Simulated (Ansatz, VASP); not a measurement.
B: VASP beside Ansatz

```
B
1.0
     0.00000    1.15239    1.15239
     1.15239    0.00000    1.15239
     1.15239    1.15239    0.00000
B
1
Direct
  0.00000 0.00000 0.00000
```

Change from the starting cell: volume scaled by 0.52, LAPW.

Alike in both runs: task single point; functional PBE; k mesh 24 × 24 × 24; occupations fermi-dirac, width 0.05 eV; no spin polarisation.

```csv
,VASP,Ansatz
version,VASP 6.6.1,Ansatz 0.2.0
potentials or method,"VASP PAW PBE potentials, release 64 (B), cutoff 520 eV","all-electron LAPW, scalar-relativistic"
```

VASP gave:

```
pressure (GPa) : 567.9
```

Task: What did Ansatz give for the same quantities?

Result: Pressure (GPa): 566.4.

Both programs put the cell under a high pressure, so it lies far from rest at this level. Ansatz ran all-electron here, and VASP with PAW potentials.

Noted on VASP's run: the cell as given lies far from equilibrium.
